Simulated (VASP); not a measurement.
# In (R-3m) in VASP: electric field gradients with PBE

Aim: the electric field gradients of In with PBE.

Program: VASP 6.6.1. These are calculated values, not measurements. Logs are shortened: lines on timing, memory, paths and dates and some standing lists are left out, and cuts for length are marked.

**1. The cell of the first run**

Symmetry: R-3m, No. 166, trigonal system. Conventional cell: a = 4.599 Å, b = 4.599 Å, c = 11.265 Å, α = 90.00°, β = 90.00°, γ = 120.00°. In (site symmetry 3m) has 1 In at 1.63 Å within 2.2 Å.

**2. Electric field gradients, PBE (shortest bond scaled by 0.58)**

File INCAR:

```
SYSTEM = In
PREC     = Accurate       ! precision mode
ENCUT    = 520            ! plane-wave cutoff, eV
EDIFF    = 1E-8           ! SCF threshold, eV
ISMEAR   = -1             ! smearing method
SIGMA    = 0.05           ! smearing width, eV
LREAL    = .False.        ! projectors in reciprocal space
LASPH    = .True.         ! aspherical terms in the spheres
NELM     = 60             ! most SCF steps
ALGO     = Normal         ! electronic algorithm
ISIF     = 2              ! what is computed and relaxed
LWAVE    = .False.        ! write WAVECAR
LCHARG   = .False.        ! write CHGCAR
GGA      = PE             ! functional
LEFG     = .True.       
NBANDS   = 20             ! bands
```

File KPOINTS:

```
regular mesh
0
Gamma
  8 8 8
  0 0 0
```

File POSCAR:

```
In
1.0
    0.0000000000      3.2520696876      3.2520696876
    3.2520696876      0.0000000000      3.2520696876
    3.2520696876      3.2520696876      0.0000000000
In
2
Direct
   -0.2825000000     -0.0725000000     -0.0725000000
    0.2825000000      0.0725000000      0.0725000000
```

Potentials or basis: VASP PAW PBE potentials, release 64 (In_d).

Run with:

```bash
$ cat potpaw_PBE.64/In_d/POTCAR > POTCAR
$ mpirun -np 1 vasp_std > vasp.out
```

OUTCAR:

```text
SYSTEM = In
   PREC = Accurate
   ENCUT = 520
   EDIFF = 1E-8
   ISMEAR = -1
   LREAL = .False.
   LASPH = .True.
   NELM = 60
   ISIF = 2
   GGA = PE

 ion  position               nearest neighbor table
   1  0.718  0.928  0.928-   2 1.63   2 3.40   2 3.40   2 3.40
   2  0.282  0.072  0.072-   1 1.63   1 3.40   1 3.40   1 3.40

 -----------------------------------------------------------------------------
|                                                                             |
|           W    W    AA    RRRRR   N    N  II  N    N   GGGG   !!!           |
|           W    W   A  A   R    R  NN   N  II  NN   N  G    G  !!!           |
|           W    W  A    A  R    R  N N  N  II  N N  N  G       !!!           |
|           W WW W  AAAAAA  RRRRR   N  N N  II  N  N N  G  GGG   !            |
|           WW  WW  A    A  R   R   N   NN  II  N   NN  G    G                |
|           W    W  A    A  R    R  N    N  II  N    N   GGGG   !!!           |
|                                                                             |
|     The distance between some ions is very small. Please check the          |
|     nearest-neighbor list in the OUTCAR file.                               |
|     I HOPE YOU KNOW WHAT YOU ARE DOING!                                     |
|                                                                             |
 -----------------------------------------------------------------------------

  LATTYP: Found a face centered cubic cell.
 ALAT       =     6.5041393752

  Lattice vectors:

 A1 = (   0.0000000000,   3.2520696876,   3.2520696876)
 A2 = (   3.2520696876,   0.0000000000,   3.2520696876)
 A3 = (   3.2520696876,   3.2520696876,   0.0000000000)

Analysis of symmetry for initial positions (statically):
=====================================================================
 Subroutine PRICEL returns:
 Original cell was already a primitive cell.

 Routine SETGRP: Setting up the symmetry group for a
 face centered cubic supercell.

 Subroutine GETGRP returns: Found 12 space group operations
 (whereof  4 operations were pure point group operations)
 out of a pool of 48 trial point group operations.

The static configuration has the point symmetry C_2h.
 The point group associated with its full space group is D_3d.

Analysis of symmetry for dynamics (positions and initial velocities):
=====================================================================
 Subroutine PRICEL returns:
 Original cell was already a primitive cell.

[... 152 lines left out ...]
  free energy    TOTEN  =        13.10164992 eV

  energy without entropy =       13.11532341  energy(sigma->0) =       13.10848666

 E-fermi :   4.5489     XC(G=0):  -8.6277

 val. band max:        4.5329081844   @ k =   0.1250   0.0000   0.0000
 cond. band min:       4.5540084047   @ k =   0.0000  -0.2500   0.1250
 fundamental gap:      0.0211002203
 Fermi energy:         4.5489293798

 k-point     1 :       0.0000    0.0000    0.0000
  band No.  band energies     occupation
      1     -17.1856      2.00000
      2     -15.8015      2.00000
      3     -15.8015      2.00000
      4     -12.3692      2.00000
      5     -12.3692      2.00000
      6     -11.0204      2.00000
[... 541 lines left out ...]
     19      12.2623      0.00000
     20      13.1399      0.00000

 [... further k-points ...]

------------------------ aborting loop because EDIFF is reached ----------------------------------------

  FORCE on cell =-STRESS in cart. coord.  units (eV):
  Direction    XX          YY          ZZ          XY          YZ          ZX
  --------------------------------------------------------------------------------------
  -------------------------------------------------------------------------------------
  Total       25.8938830     25.8938830     25.8938830    -27.6461106     27.6461106    -27.6461106
  in kB      603.1123727    603.1123727    603.1123727   -643.9247200    643.9247200   -643.9247200
  external PRESSURE =     603.1123727 kB  Pullay stress =       0.0000000 kB

 VOLUME and BASIS-vectors are now :
 -----------------------------------------------------------------------------
  energy-cutoff  :      520.00
  volume of cell :       68.79
      direct lattice vectors                 reciprocal lattice vectors
     0.000000000  3.252069688  3.252069688    -0.153748243  0.153748243  0.153748243
     3.252069688  0.000000000  3.252069688     0.153748243 -0.153748243  0.153748243
     3.252069688  3.252069688  0.000000000     0.153748243  0.153748243 -0.153748243

 POSITION                                       TOTAL-FORCE (eV/Angst)
 -----------------------------------------------------------------------------------
      6.03259      5.34965      5.34965       -29.885865     29.885865     29.885865
      0.47155      1.15448      1.15448        29.885865    -29.885865    -29.885865
 -----------------------------------------------------------------------------------
    total drift:                                0.000000      0.000000      0.000000

  FREE ENERGIE OF THE ION-ELECTRON SYSTEM (eV)
  ---------------------------------------------------
  free  energy   TOTEN  =        13.1016499222 eV

  energy  without entropy=       13.1153234053  energy(sigma->0) =       13.10848666

 Electric field gradients (V/A^2)
---------------------------------------------------------------------
 ion       V_xx      V_yy      V_zz      V_xy      V_xz      V_yz
---------------------------------------------------------------------
   1       0.000    -0.000    -0.000    87.668    87.668   -87.665
   2       0.000    -0.000    -0.000    87.668    87.668   -87.665
---------------------------------------------------------------------

 Electric field gradients after diagonalization (V/A^2)
 (convention: |V_zz| > |V_xx| > |V_yy|)
----------------------------------------------------------------------
 ion       V_xx      V_yy      V_zz     asymmetry (V_yy - V_xx)/ V_zz
----------------------------------------------------------------------
   1      87.670    87.665  -175.335       0.000
   2      87.670    87.665  -175.335       0.000
----------------------------------------------------------------------

           NMR quadrupolar parameters

 Cq : quadrupolar parameter    Cq=e*Q*V_zz/h
 eta: asymmetry parameters     (V_yy - V_xx)/ V_zz
 Q  : nuclear electric quadrupole moment in mb (millibarn)
----------------------------------------------------------------------
 ion       Cq(MHz)       eta       Q (mb)
----------------------------------------------------------------------
   1      -0.424       0.000       1.000
   2      -0.424       0.000       1.000
----------------------------------------------------------------------
```

OSZICAR:

```text
N       E                     dE             d eps       ncg     rms          rms(c)
DAV:   1     0.241301653913E+03    0.24130E+03   -0.13318E+04  2604   0.166E+03
DAV:   2     0.346538934000E+02   -0.20665E+03   -0.20350E+03  2608   0.390E+02
DAV:   3     0.136328305624E+02   -0.21021E+02   -0.20932E+02  3008   0.136E+02
[... 15 lines left out ...]
DAV:  19     0.131016496453E+02    0.60367E-06   -0.40933E-07  3808   0.486E-03    0.387E-02
DAV:  20     0.131016499972E+02    0.35189E-06   -0.31681E-07  3896   0.448E-03    0.194E-03
DAV:  21     0.131016499420E+02   -0.55247E-07   -0.71588E-09  2152   0.630E-04    0.514E-04
DAV:  22     0.131016499279E+02   -0.14044E-07   -0.84537E-10  1456   0.306E-04    0.693E-05
DAV:  23     0.131016499222E+02   -0.56989E-08   -0.36643E-10  1436   0.232E-04
   1 F= 0.13101650E+02 E0= 0.13108487E+02  d E =-.136735E-01
```

Wall time 2.7 min (1 thread of Intel Xeon Platinum 8488C (Sapphire Rapids), shared host); peak memory 0.23 GiB.

What came out:

```
Free energy            : 13.1016 eV
Pressure               : 60.3 GPa
Largest force          : 51.764 eV/Å
Band gap on the k mesh : zero (band 13 reaches 6.47 eV, above the bottom of band 14 at 3.50 eV)
```

Forces in eV/Å, atoms in the order of the input:
```
In  -29.886  29.886  29.886
In   29.886 -29.886 -29.886
```

Stress tensor (GPa, compression positive):
```
 60.31 -64.39 -64.39
-64.39  60.31  64.39
-64.39  64.39  60.31
```

Electric field gradients, principal values (V/Å²):
```tsv
atom	least	middle	greatest (by size)
1 In	87.665	87.670	-175.335
2 In	87.665	87.670	-175.335
```

Caveat: the cell differs from its parent crystal (shortest bond scaled by 0.58); without QUAD_EFG the Cq values of the log hold for a quadrupole moment of 1 mb, not for the nuclei; spin-orbit coupling is left out, which moves the levels of the heavy elements; forces of over 1 eV/Å act on the atoms, so gaps and moduli don't describe the material at rest.
